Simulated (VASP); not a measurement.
A run of VASP 6.6.1:

File INCAR:

```
PREC = Accurate ; ENCUT = 520
EDIFF = 1E-7 ; ISMEAR = 1
SIGMA = 0.01 ; LREAL = F
LASPH = T ; NELM = 150
ALGO = Normal ; ISIF = 2
LWAVE = F ; LCHARG = F
MAGMOM = 0 0 0 0 0 0 0 0 0 ; LORBIT = 11
LSORBIT = T ; GGA_COMPAT = F
LORBMOM = T ; LMAXMIX = 4
GGA = CA ; NBANDS = 40
```

File KPOINTS:

```
regular mesh
0
Gamma
  10 10 6
```

POSCAR

```
Ta2N
1.0
    3.1128615060      0.0000000000      0.0000000000
   -1.5564307530      2.6958171426      0.0000000000
    0.0000000000      0.0000000000      4.8698410000
Ta N
2 1
Direct
    0.3333333333      0.6666666667      0.2547110000
    0.6666666667      0.3333333333      0.7452890000
    0.0000000000      0.0000000000      0.0000000000
```

Potentials or basis: VASP PAW LDA potentials, release 64 (Ta_pv, N).

The run is started by

```sh
$ cat potpaw_LDA.64/Ta_pv/POTCAR potpaw_LDA.64/N/POTCAR > POTCAR
$ mpirun -np 1 vasp_ncl > vasp.out
```

Hardware: 1 thread of Intel(R) Xeon(R) Platinum 8259CL CPU @ 2.50GHz (Skylake/Cascade Lake), on a shared host.

Estimate the wall time of this run.

It took 3.8 min on 1 thread of Intel(R) Xeon(R) Platinum 8259CL CPU @ 2.50GHz (Skylake/Cascade Lake), with other jobs on the host, peak memory 0.31 GiB. Counts: scf iterations 16, k points 72.
